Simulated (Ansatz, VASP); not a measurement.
## Mg: VASP beside Ansatz

```xyz
1
Lattice="2.9588 0.0000 0.0000 -1.4794 2.5624 0.0000 0.0000 0.0000 2.9535" Properties=species:S:1:pos:R:3 pbc="T T T"
Mg    0.0000    0.0000    0.0000
```

Change from the starting cell: strain -0.030 along x and y, -0.030 along z, atoms carried along.

Alike in both runs: task single point; functional LDA; k mesh 18 × 18 × 16; occupations gaussian, width 0.15 eV; no spin polarisation.

|  | VASP | Ansatz |
| --- | --- | --- |
| version | VASP 6.6.1 | Ansatz 0.2.0 |
| potentials or method | VASP PAW LDA potentials, release 64 (Mg), cutoff 520 eV | scalar-relativistic, plane waves, PAW |
| valence electrons in the cell | 2 | 10 |

|  | VASP | Ansatz | Ansatz less VASP |
| --- | --- | --- | --- |
| gap on the k mesh at the Fermi level (eV) | none | none | - |
| pressure (GPa) | 2.3 | 2.6 | +0.26 |
| traceless stress, the component that is largest in VASP (GPa) | -0.87 | -0.87 | 0.000 |

LDA's correlation is that of Perdew and Zunger in VASP and of Perdew and Wang (1992) in Ansatz. A gap of «none» marks a metal or a gap that the smearing closes. VASP's potentials hold 2 valence electrons a cell and Ansatz's 10, so a difference there can come from the potentials and not from the codes.
